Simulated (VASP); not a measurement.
# B (P6_3/mmc) in VASP: a series of runs

The runs below take B through single point, with PBE.

Everything below comes from runs of VASP 6.6.1. Logs are shortened: lines on timing, memory, paths and dates and some standing lists are left out, and cuts for length are marked.

### Step 1. The cell of the first run

The structure is hexagonal, space group P6_3/mmc (No. 194). Conventional cell: a = 2.751 Å, b = 2.751 Å, c = 3.383 Å, α = 90.00°, β = 90.00°, γ = 120.00°. B (site symmetry -6m2) has 5 B at 1.59 to 1.69 Å within 2.1 Å. B (site symmetry -6m2) has 3 B at 1.59 Å within 2.1 Å.

### Step 2. Single point, PBE

File INCAR:

```
SYSTEM = B
PREC = Accurate
ENCUT = 520
EDIFF = 1E-6
ISMEAR = -1
SIGMA = 0.08
LREAL = .FALSE.
LASPH = .TRUE.
NELM = 80
ALGO = Normal
ISIF = 2
LWAVE = .FALSE.
LCHARG = .FALSE.
GGA = PE
NBANDS = 14
```

File KPOINTS:

```
Automatic mesh
0
G
  15 15 5
  0 0 0
```

File POSCAR:

```
B
1.0
    2.7508598061      0.0000000000      0.0000000000
   -1.3754299031      2.3823144743      0.0000000000
    0.0000000000      0.0000000000      3.3827600650
B
4
Direct
    0.0000000000      0.0000000000      0.2500000000
    0.0000000000      0.0000000000      0.7500000000
    0.3333333333      0.6666666667      0.2500000000
    0.6666666667      0.3333333333      0.7500000000
```

Potentials or basis: VASP PAW PBE potentials, release 64 (B).

On the command line:

```
$ cat potpaw_PBE.64/B/POTCAR > POTCAR
$ mpirun -np 1 vasp_std > vasp.out
```

OUTCAR:

```text
SYSTEM = B
   PREC = Accurate
   ENCUT = 520
   EDIFF = 1E-6
   ISMEAR = -1
   LREAL = .FALSE.
   LASPH = .TRUE.
   NELM = 80
   ISIF = 2
   GGA = PE

 ion  position               nearest neighbor table
   1  0.000  0.000  0.250-   3 1.59   3 1.59   3 1.59   2 1.69   2 1.69
   2  0.000  0.000  0.750-   4 1.59   4 1.59   4 1.59   1 1.69   1 1.69
   3  0.333  0.667  0.250-   1 1.59   1 1.59   1 1.59
   4  0.667  0.333  0.750-   2 1.59   2 1.59   2 1.59

  LATTYP: Found a hexagonal cell.
 ALAT       =     2.7508598061
 C/A-ratio  =     1.2297100919

  Lattice vectors:

 A1 = (   2.7508598061,   0.0000000000,   0.0000000000)
 A2 = (  -1.3754299031,   2.3823144743,   0.0000000000)
 A3 = (   0.0000000000,   0.0000000000,   3.3827600650)

Analysis of symmetry for initial positions (statically):
=====================================================================
 Subroutine PRICEL returns:
 Original cell was already a primitive cell.

 Routine SETGRP: Setting up the symmetry group for a
 hexagonal supercell.

 Subroutine GETGRP returns: Found 24 space group operations
 (whereof 12 operations were pure point group operations)
 out of a pool of 24 trial point group operations.

The static configuration has the point symmetry D_3d.
 The point group associated with its full space group is D_6h.

Analysis of symmetry for dynamics (positions and initial velocities):
=====================================================================
 Subroutine PRICEL returns:
 Original cell was already a primitive cell.

 Routine SETGRP: Setting up the symmetry group for a
 hexagonal supercell.

 Subroutine GETGRP returns: Found 24 space group operations
 (whereof 12 operations were pure point group operations)
 out of a pool of 24 trial point group operations.

The dynamic configuration has the point symmetry D_3d.
 The point group associated with its full space group is D_6h.

 Subroutine INISYM returns: Found 24 space group operations
 (whereof 12 operations are pure point group operations),
 and found     1 'primitive' translations

----------------------------------------------------------------------------------------

                                     Primitive cell

  volume of cell :      22.1686

[... 94 lines left out ...]
   EDIFFG = 0.1E-04   stopping-criterion for IOM
   NSW    =      0    number of steps for IOM
   IBRION =     -1    ionic relax: 0-MD 1-quasi-New 2-CG
   NFREE  =      0    steps in history (QN), initial steepest desc. (CG)
   ISIF   =      2    stress and relaxation
   ISYM   =      2    0-nonsym 1-usesym 2-fastsym
   POTIM  = 0.5000    time-step for ionic-motion
   TEBEG  =    0.0;   TEEND  =   0.0 temperature during run
   PSTRESS=    0.0 pullay stress
   NELECT =      12.0000    total number of electrons
   NUPDOWN=      -1.0000    fix difference up-down
   EMIN   =  10.00;   EMAX   =-10.00  energy-range for DOS
   EFERMI =   0.00;   METHOD = LEGACY
   ISMEAR =    -1;   SIGMA  =   0.08  broadening in eV -4-tet -1-fermi 0-gaus
   EFERMI_NEDOS =   21; number of points for ismear=-14 and -15
   IALGO  =     38    algorithm
   IMIX   =      4    mixing-type and parameters
     AMIX     =   0.40;   BMIX     =  1.00
     AMIX_MAG =   1.60;   BMIX_MAG =  1.00
  volume/ion in A,a.u.               =       5.54        37.40
  Fermi-wavevector in a.u.,A,eV,Ry     =   1.334204  2.521281 24.219746  1.780101
  Thomas-Fermi vector in A             =   2.463004
   LORBIT       =      0    0 simple, 1 ext, 2 COOP (PROOUT), +10 PAW based schemes
   GGA     = PE    functional components
   LHFCALC =     F    Hartree Fock is set to
   AEXX    =    0.0000 exact exchange contribution
   IVDW    =     0    specifies the selected vdW correction
   LEPSILON=     F    determine dielectric tensor
   LRPA    =     F    only Hartree local field effects (RPA)
 non-spin polarized calculation
  energy-cutoff  :      520.00
  volume of cell :       22.17
 maximum number of plane-waves:       612
   NGX = 11   NGY = 11   NGZ = 13

 number of electron      12.0000000 magnetization

 Free energy of the ion-electron system (eV)
  ---------------------------------------------------
  ext. energy  EPLUGINS =         0.00000000
  ---------------------------------------------------
  free energy    TOTEN  =       -21.06168662 eV

  energy without entropy =      -21.03862884  energy(sigma->0) =      -21.05015773

 E-fermi :   9.4734     XC(G=0): -13.0173

 val. band max:        9.4243935911   @ k =   0.4000  -0.0000   0.2000
 cond. band min:       9.4745693528   @ k =   0.3333   0.0667   0.2000
 fundamental gap:      0.0501757617
 Fermi energy:         9.4733612822

 k-point     1 :       0.0000    0.0000    0.0000
  band No.  band energies     occupation
      1      -8.6961      2.00000
      2      -0.4650      2.00000
      3       4.0755      2.00000
      4       7.3343      2.00000
      5       7.3343      2.00000
      6      10.0592      0.00132
      7      10.0592      0.00132
      8      17.1654      0.00000
      9      18.1800      0.00000
     10      18.1800      0.00000
     11      18.8098      0.00000
     12      19.5706      0.00000
     13      21.0770      0.00000
     14      21.0770      0.00000
[... 377 lines left out ...]
      1      -3.4166      2.00000
      2      -2.8204      2.00000
      3       0.5786      2.00000
      4       4.2265      2.00000
      5       7.1988      2.00000
      6       7.8859      2.00000
      7       8.7206      1.99984
      8       9.4791      0.96415
      9      12.4104      0.00000
     10      16.4197      0.00000
     11      23.6231      0.00000
     12      24.0189      0.00000
     13      28.6391      0.00000
     14      28.6469      0.00000

 [... further k-points ...]
[... 5 lines left out ...]
  --------------------------------------------------------------------------------------
  -------------------------------------------------------------------------------------
  Total       13.8754777     13.8754777     13.8357136     -0.0000000      0.0000000      0.0000000
  in kB     1002.8126022   1002.8126022    999.9387605     -0.0000000      0.0000000      0.0000000
  external PRESSURE =    1001.8546550 kB  Pullay stress =       0.0000000 kB

 VOLUME and BASIS-vectors are now :
 -----------------------------------------------------------------------------
  energy-cutoff  :      520.00
  volume of cell :       22.17
      direct lattice vectors                 reciprocal lattice vectors
     2.750859806  0.000000000  0.000000000     0.363522706  0.209879932  0.000000000
    -1.375429903  2.382314474  0.000000000     0.000000000  0.419759864  0.000000000
     0.000000000  0.000000000  3.382760065     0.000000000  0.000000000  0.295616591

 POSITION                                       TOTAL-FORCE (eV/Angst)
 -----------------------------------------------------------------------------------
      0.00000      0.00000      0.84569        -0.000000     -0.000000     -0.000000
      0.00000      0.00000      2.53707        -0.000000      0.000000      0.000000
     -0.00000      1.58821      0.84569        -0.000000      0.000000      0.000000
      1.37543      0.79410      2.53707         0.000000     -0.000000     -0.000000
 -----------------------------------------------------------------------------------
    total drift:                               -0.000000      0.000000      0.000000

  FREE ENERGIE OF THE ION-ELECTRON SYSTEM (eV)
  ---------------------------------------------------
  free  energy   TOTEN  =       -21.0616866209 eV

  energy  without entropy=      -21.0386288367  energy(sigma->0) =      -21.05015773
```

OSZICAR:

```text
N       E                     dE             d eps       ncg     rms          rms(c)
DAV:   1     0.152000741635E+02    0.15200E+02   -0.58792E+03  2268   0.799E+02
DAV:   2    -0.213084642195E+02   -0.36509E+02   -0.33837E+02  2942   0.158E+02
DAV:   3    -0.222104228143E+02   -0.90196E+00   -0.89237E+00  3012   0.193E+01
DAV:   4    -0.222121074202E+02   -0.16846E-02   -0.16844E-02  2562   0.824E-01
DAV:   5    -0.222121096782E+02   -0.22579E-05   -0.22578E-05  2962   0.285E-02    0.732E+00
DAV:   6    -0.213029990653E+02    0.90911E+00   -0.71793E-01  2706   0.524E+00    0.412E+00
DAV:   7    -0.210696166550E+02    0.23338E+00   -0.33746E-01  2914   0.359E+00    0.113E+00
DAV:   8    -0.210616185365E+02    0.79981E-02   -0.18898E-02  2598   0.984E-01    0.200E-01
DAV:   9    -0.210617028550E+02   -0.84318E-04   -0.34725E-04  2820   0.148E-01    0.362E-02
DAV:  10    -0.210616860089E+02    0.16846E-04   -0.40763E-05  2610   0.400E-02    0.592E-03
DAV:  11    -0.210616866209E+02   -0.61202E-06   -0.19706E-06  2800   0.100E-02
   1 F= -.21061687E+02 E0= -.21050158E+02  d E =-.230578E-01
```

Wall time 8.2 s (1 thread of Intel Xeon 6975P-C (Granite Rapids), shared host); peak memory 0.13 GiB.

Results:

```yaml
Free_energy: -21.0617 eV
Pressure: 100.2 GPa
Band_gap_on_the_k_mesh: zero (band 6 reaches 10.55 eV, above the bottom of band 7 at 8.08 eV)
```

Levels at points of the mesh, in eV from the Fermi level:
```csv
k point,band 4,band 5,band 6,band 7,band 8,band 9
"(0.00, 0.00, 0.00)",-2.14,-2.14,0.59,0.59,7.69,8.71
```

Caveat: the k points lie up to 0.37 Å⁻¹ apart.

[end of part 1 of 3]
